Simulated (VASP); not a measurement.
A run of VASP 6.6.1 is set up as follows.

Contents of INCAR:

```
ALGO = Normal
EDIFF = 1E-6
ENCUT = 500
GGA = PS
GGA_COMPAT = False
ISIF = 2
ISMEAR = 0
LASPH = True
LCHARG = True
LELF = True
LREAL = False
LVHAR = True
LWAVE = False
NBANDS = 50
NELM = 120
PREC = Accurate
SIGMA = 0.1
```

KPOINTS

```
k-points
0
Gamma
  2 4 4
```

The input POSCAR:

```
SnS
1.0
   11.3200000000      0.0000000000      0.0000000000
    0.0000000000      4.0500000000      0.0000000000
    0.0000000000      0.0000000000      4.2420000000
Sn S
4 4
Direct
    0.1220000000      0.2500000000      0.0981000000
    0.3780000000      0.7500000000      0.5981000000
    0.6220000000      0.2500000000      0.4019000000
    0.8780000000      0.7500000000      0.9019000000
    0.8507000000      0.2500000000      0.4790000000
    0.6493000000      0.7500000000      0.9790000000
    0.3507000000      0.2500000000      0.0210000000
    0.1493000000      0.7500000000      0.5210000000
```

Potentials or basis: VASP PAW PBE potentials, release 64 (Sn_d, S).

Command:

```bash
$ cat potpaw_PBE.64/Sn_d/POTCAR potpaw_PBE.64/S/POTCAR > POTCAR
$ mpirun -np 1 vasp_std > vasp.out
```

Question: Predict the band gap on the k mesh.

Answer: 0.83 eV, indirect (least direct gap 1.31 eV).

Question: What does it give for the largest force?

Answer: 0.113 eV/Å.

Question: What does it give for the pressure?

Answer: -1.6 GPa.

Stress tensor (GPa, compression positive):
```
-0.75  0.00  0.00
 0.00 -2.04  0.00
 0.00  0.00 -2.08
```

Caveat: the PAW data sets were made with another functional, which shifts forces and pressure a little; spin-orbit coupling is left out, which moves the levels of the heavy elements.

**Measured values to compare with.**

“Linear dichroism of the optical properties of SnS and SnSe van der Waals crystals”, 2024, arxiv:2409.17412 reports, for a bulk crystal of SnS at 20 K: band gap 1.16 eV (indirect).

A measured gap of SnS is 1.16 eV (indirect; 20 K; “Linear dichroism of the optical properties of SnS and SnSe van der Waals crystals”, 2024, arxiv:2409.17412); the calculated 0.83 eV misses it by -0.33 eV. 2 values of this kind are on record (1.09 to 1.16 eV); this one was drawn at random. Spin-orbit coupling on Sn is left out. The value is that of PBEsol on a finite k mesh, which can miss the band edges, without temperature or zero-point motion. Semilocal functionals fall short of measured gaps as a rule.
